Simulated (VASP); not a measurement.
Wanted: the native input for a VASP 6.6.1 run.

```
Task                   : single point
Functional             : PBE
Potentials or basis    : VASP PAW PBE potentials, release 64 (Zr_sv, Si, Ge_d, Pd)
Cutoff                 : 520 eV
k mesh                 : 6 × 6 × 6
Occupations            : gaussian, width 0.2 eV
Spin                   : no spin polarisation
Dipole correction      : no
Further INCAR settings : ALGO = Normal; EDIFF = 1e-06; NBANDS = 42
```

The structure of Zr2Si4GePd lies in POSCAR:

```
Zr2Si4GePd
1.0
    2.9695511976      2.9721098908     -3.7470067584
   -2.9809033720      2.9779786642      3.7423504978
    2.9824425647     -2.9835307782      3.7482213629
Zr Si Ge Pd
2 4 1 1
Direct
    0.5013700653      0.5003761950      0.0014488268
    0.4987641258     -0.0005283304      0.4991092417
    1.0002846706      0.9533639250      0.5511611990
   -0.0001911350      0.5502661328      0.9520127871
    0.5965272224      0.0463298232      0.0464322203
    0.4036782886      0.4501178368      0.4507664333
    0.0003864001      0.4996992583      0.5002576797
   -0.0008196378      0.0003751593     -0.0011883879
```

These files were run (other wordings do the same):

INCAR

```
SYSTEM = Zr2Si4GePd
PREC     = Accurate       ! precision mode
ENCUT    = 520            ! plane-wave cutoff, eV
EDIFF    = 1E-6           ! SCF threshold, eV
ISMEAR   = 0              ! smearing method
SIGMA    = 0.2            ! smearing width, eV
LREAL    = .False.        ! projectors in reciprocal space
LASPH    = .True.         ! aspherical terms in the spheres
NELM     = 100            ! most SCF steps
ALGO     = Normal         ! electronic algorithm
ISIF     = 2              ! what is computed and relaxed
LWAVE    = .False.        ! write WAVECAR
LCHARG   = .True.         ! write CHGCAR
GGA      = PE             ! functional
LELF     = .True.         ! ELF
LVHAR    = .True.       
NBANDS   = 42             ! bands
```

KPOINTS

```
regular mesh
0
Gamma
  6 6 6
  0 0 0
```

Potentials or basis: VASP PAW PBE potentials, release 64 (Zr_sv, Si, Ge_d, Pd).

Launch:

```sh
$ cat potpaw_PBE.64/Zr_sv/POTCAR potpaw_PBE.64/Si/POTCAR potpaw_PBE.64/Ge_d/POTCAR potpaw_PBE.64/Pd/POTCAR > POTCAR
$ mpirun -np 1 vasp_std > vasp.out
```

Results of the run:

```json
{
 "Pressure": "0.0 GPa",
 "Largest force": "0.012 eV/Å",
 "Band gap on the k mesh": "zero (band 32 reaches 10.35 eV, above the bottom of band 33 at 9.75 eV)"
}
```

Run time: 16 min on 1 thread of Oxide Virtual Turin-like Processor, on a shared host, peak memory 0.66 GiB.
